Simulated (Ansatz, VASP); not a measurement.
Te in VASP and in Ansatz

```xyz
4
Lattice="4.6119 0.0000 0.0000 0.0000 6.5623 0.0000 0.0000 0.0000 4.2929" Properties=species:S:1:pos:R:3 pbc="T T T"
Te   -0.0011    1.6406    2.1470
Te    4.6131    4.9217    2.1459
Te    2.3071    4.9217    0.0005
Te    2.3048    1.6406    4.2924
```

Alike in both runs: functional PBE; k mesh 4 × 2 × 6; occupations gaussian, width 0.1 eV; no spin polarisation.

Ansatz relaxed the structure, and its values are those at the end. VASP's run is a single point on that final structure, the one shown.

|  | VASP | Ansatz |
| --- | --- | --- |
| version | VASP 6.6.1 | Ansatz 0.2.0 |
| potentials or method | VASP PAW PBE potentials, release 64 (Te), cutoff 520 eV | scalar-relativistic, plane waves, PAW |
| valence electrons in the cell | 24 | 64 |

|  | VASP | Ansatz | Ansatz less VASP |
| --- | --- | --- | --- |
| gap on the k mesh at the Fermi level (eV) | none | none | - |
| pressure (GPa) | 0.0 | 0.0 | +0.04 |
| rms of the force components (eV/Å) | 0.003 | 0.003 | 0.0000 |

A gap of «none» marks a metal or a gap that the smearing closes. The functional is the same, so the differences come from potentials, cutoffs and numerics. VASP's potentials hold 24 valence electrons a cell and Ansatz's 64, so a difference there can come from the potentials and not from the codes.

The k mesh is coarse, so the values compare programs but aren't converged. Spin-orbit coupling is off throughout.
